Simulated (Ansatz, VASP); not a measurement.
**Nb in VASP and in Ansatz**

The input INCAR:

```
SYSTEM = Nb
PREC     = Accurate       ! precision mode
ENCUT    = 520            ! plane-wave cutoff, eV
EDIFF    = 1E-6           ! SCF threshold, eV
ISMEAR   = 0              ! smearing method
SIGMA    = 0.1            ! smearing width, eV
LREAL    = .False.        ! projectors in reciprocal space
LASPH    = .True.         ! aspherical terms in the spheres
NELM     = 80             ! most SCF steps
ALGO     = Normal         ! electronic algorithm
ISIF     = 2              ! what is computed and relaxed
LWAVE    = .False.        ! write WAVECAR
LCHARG   = .True.         ! write CHGCAR
GGA      = PE             ! functional
LELF     = .True.         ! ELF
LVHAR    = .True.       
NBANDS   = 20             ! bands
```

The input KPOINTS:

```
regular mesh
0
Gamma
  18 18 8
  0 0 0
```

POSCAR

```
Nb
1.0
    2.7770064867      0.0000000000      0.0000000000
   -1.3885032434      2.4049581640      0.0000000000
    0.0000000000      0.0000000000      4.9465296352
Nb
2
Direct
    0.6666666700      0.3333333300      0.7500000000
    0.3333333300      0.6666666700      0.2500000000
```

Input for Ansatz:

```yaml
crystal:
  lattice:
    - [2.7770064867, 0.0, 0.0]
    - [-1.3885032434, 2.404958164, 0.0]
    - [0.0, 0.0, 4.9465296352]
  atoms:
    - { symbol: Nb, position: [0.66666667, 0.33333333, 0.75] }
    - { symbol: Nb, position: [0.33333333, 0.66666667, 0.25] }
basis:
  ecutwfc: 420
kpoints:
  mp_grid: { grid: [18, 18, 8] }
hamiltonian:
  xc: pbe
scf:
  occupations: { method: gaussian, width: 0.1 }
output:
  forces: true
  stress: true
  eigenvalues: true
```

Alike in both runs: task single point; functional PBE; k mesh 18 × 18 × 8; occupations gaussian, width 0.1 eV; no spin polarisation.

```csv
,VASP,Ansatz
version,VASP 6.6.1,Ansatz 0.2.0
potentials or method,"VASP PAW PBE potentials, release 64 (Nb_sv), cutoff 520 eV","scalar-relativistic, plane waves, PAW"
valence electrons in the cell,26,26
```

Ansatz gave:

| Quantity | Value |
| --- | --- |
| gap on the k mesh at the Fermi level (eV) | none |
| pressure (GPa) | 24.6 |
| traceless stress, the component that is largest in VASP (GPa) | 2.89 |

Problem. Which values does VASP return?

Solution. gap on the k mesh at the Fermi level (eV): none; pressure (GPa): 24.2; traceless stress, the component that is largest in VASP (GPa): 2.85.

A gap of «none» marks a metal or a gap that the smearing closes.
